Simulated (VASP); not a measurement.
Here is a VASP 6.6.1 calculation.

INCAR

```
SYSTEM = Bi
PREC = Accurate
ENCUT = 520
EDIFF = 1E-6
ISMEAR = 0
SIGMA = 0.1
LREAL = .False.
LASPH = .True.
NELM = 100
ALGO = Normal
ISIF = 2
LWAVE = .False.
LCHARG = .False.
GGA = PE
NBANDS = 46
```

File KPOINTS:

```
regular mesh
0
Gamma
  4 4 4
  0 0 0
```

POSCAR

```
Bi
1.0
   -4.0994424894      4.0994424894      2.5866659112
    4.0994424894     -4.0994424894      2.5866659112
    4.0994424894      4.0994424894     -2.5866659112
Bi
5
Direct
    0.3359993016      0.3359993016      0.0000000000
    0.1052628599      0.8326676746      0.2725951853
    0.5600724893      0.8326676746      0.7274048147
    0.8326676746      0.1052628599      0.2725951853
    0.8326676746      0.5600724893      0.7274048147
```

Potentials or basis: VASP PAW PBE potentials, release 64 (Bi_d).

Run with:

```bash
$ cat potpaw_PBE.64/Bi_d/POTCAR > POTCAR
$ mpirun -np 1 vasp_std > vasp.out
```

(1) Estimate the largest force.

(2) What does it give for the pressure?

Answers

(1) 0.037 eV/Å.

(2) -0.3 GPa.
